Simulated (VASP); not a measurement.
Input of a VASP 6.6.1 run:

Contents of POSCAR:

```
Hf
1.0
    4.8327384004      0.0000000000      0.0000000000
   -2.4163692002      4.1852742246      0.0000000000
    0.0000000000      0.0000000000      3.0085592480
Hf
3
Direct
    0.6666666667      0.3333333333      0.5000000000
    0.3333333333      0.6666666667      0.5000000000
    0.0000000000      0.0000000000      0.0000000000
```

INCAR.step1

```
PREC = Accurate
ENCUT = 520
ISMEAR = 0
SIGMA = 0.05
LREAL = False
LASPH = True
NELM = 60
NBANDS = 22
GGA = PE
ALGO = Normal
EDIFF = 1E-4
LWAVE = True
LCHARG = False
```

File INCAR.step2:

```
PREC = Accurate
ENCUT = 520
EDIFF = 1E-7
ISMEAR = 0
SIGMA = 0.05
LREAL = False
LASPH = True
NELM = 60
ALGO = Normal
ISIF = 2
LWAVE = False
LCHARG = True
METAGGA = R2SCAN
LMIXTAU = True
LELF = True
LVHAR = True
NBANDS = 22
ISTART = 1
```

File KPOINTS:

```
Automatic mesh
0
Gamma
  10 10 14
```

Potentials or basis: VASP PAW PBE potentials, release 64 (Hf_pv).

The run is started by

```bash
$ cat potpaw_PBE.64/Hf_pv/POTCAR > POTCAR
$ cp INCAR.step1 INCAR
$ mpirun -np 1 vasp_std > vasp.out
$ cp INCAR.step2 INCAR
$ mpirun -np 1 vasp_std > vasp.out
```

(1) What does it give for the pressure?

(2) What does it give for the band gap on the k mesh?

Answers

(1) 10.3 GPa.

(2) zero (bands 15 and 16 overlap by 0.99 eV).

Caveat: the cell stands under pressure; the PAW data sets were made with another functional, which shifts forces and pressure a little; spin-orbit coupling is left out, which moves the levels of the heavy elements.
